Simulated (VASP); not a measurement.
Here is a VASP 6.6.1 calculation.

INCAR

```
ALGO = Normal ; EDIFF = 1E-7
ENCUT = 520 ; GGA = PE
ISIF = 2 ; ISMEAR = 0
LASPH = True ; LCHARG = False
LREAL = False ; LWAVE = False
NBANDS = 24 ; NELM = 100
PREC = Accurate ; SIGMA = 0.01
```

File KPOINTS:

```
k-points
0
Gamma
  6 6 4
```

POSCAR

```
SrO
1.0
    4.3737008879      0.0000000000      0.0000000000
   -2.1868504439      3.7877360774      0.0000000000
    0.0000000000      0.0000000000      5.2848562760
Sr O
2 2
Direct
    0.3333333333      0.6666666667      0.9375089398
    0.6666666667      0.3333333333      0.4375089398
    0.3333333333      0.6666666667      0.4374910602
    0.6666666667      0.3333333333      0.9374910602
```

Potentials or basis: VASP PAW PBE potentials, release 64 (Sr_sv, O).

The run is started by

```console
$ cat potpaw_PBE.64/Sr_sv/POTCAR potpaw_PBE.64/O/POTCAR > POTCAR
$ mpirun -np 1 vasp_std > vasp.out
```

Question: Estimate the pressure.

Answer: -3.2 GPa.

Question: Estimate the band gap on the k mesh.

Answer: 2.41 eV.

Stress tensor (GPa, compression positive):
```
-3.08  0.00  0.00
 0.00 -3.08  0.00
 0.00  0.00 -3.37
```

Caveat: the cell stands under tension.
